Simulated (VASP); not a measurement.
Wanted: the native input for a VASP 6.6.1 run.

- Task: single point
- Functional: PBE
- Potentials or basis: VASP PAW PBE potentials, release 64 (Cd, Se)
- Cutoff: 520 eV
- k mesh: 3 × 3 × 3
- Occupations: gaussian, width 0.1 eV
- Spin: no spin polarisation
- Dipole correction: no
- Further INCAR settings: ALGO = Normal; EDIFF = 1e-06; NBANDS = 42

The structure of Cd5Se lies in POSCAR:

```
Cd5Se
1.0
    3.2668846409      1.8861367268      4.0859897359
   -3.2668846409      1.8861367268      4.0859897359
    0.0000000000     -3.7722734536      4.0859897359
Cd Se
5 1
Direct
    0.0000000000      0.0000000000      0.5000000000
    0.5000000000      0.0000000000      0.0000000000
    0.0000000000      0.5000000000      0.0000000000
    0.3767284775      0.3767284775      0.3767284775
    0.6232715225      0.6232715225      0.6232715225
    0.0000000000      0.0000000000      0.0000000000
```

The cell was generated, and may not be a known phase.

The input as run:

INCAR

```
SYSTEM = Cd5Se
PREC = Accurate
ENCUT = 520
EDIFF = 1E-6
ISMEAR = 0
SIGMA = 0.1
LREAL = .FALSE.
LASPH = .TRUE.
NELM = 80
ALGO = Normal
ISIF = 2
LWAVE = .FALSE.
LCHARG = .TRUE.
GGA = PE
LELF = .TRUE.
LVHAR = .TRUE.
NBANDS = 42
```

KPOINTS

```
Automatic mesh
0
G
  3 3 3
  0 0 0
```

Potentials or basis: VASP PAW PBE potentials, release 64 (Cd, Se).

Run with:

```sh
$ cat potpaw_PBE.64/Cd/POTCAR potpaw_PBE.64/Se/POTCAR > POTCAR
$ mpirun -np 1 vasp_std > vasp.out
```

It gave:

| Quantity | Value |
| --- | --- |
| Pressure | 0.3 GPa |
| Largest force | 0.022 eV/Å |
| Band gap on the k mesh | zero (bands 33 and 34 overlap by 1.16 eV) |

Caveat: the k points lie up to 0.41 Å⁻¹ apart, too coarse for converged energies and pressures of a metal.

It took 27 s on 1 thread of Intel(R) Xeon(R) 6975P-C (Granite Rapids) (shared host), peak memory 0.25 GiB.
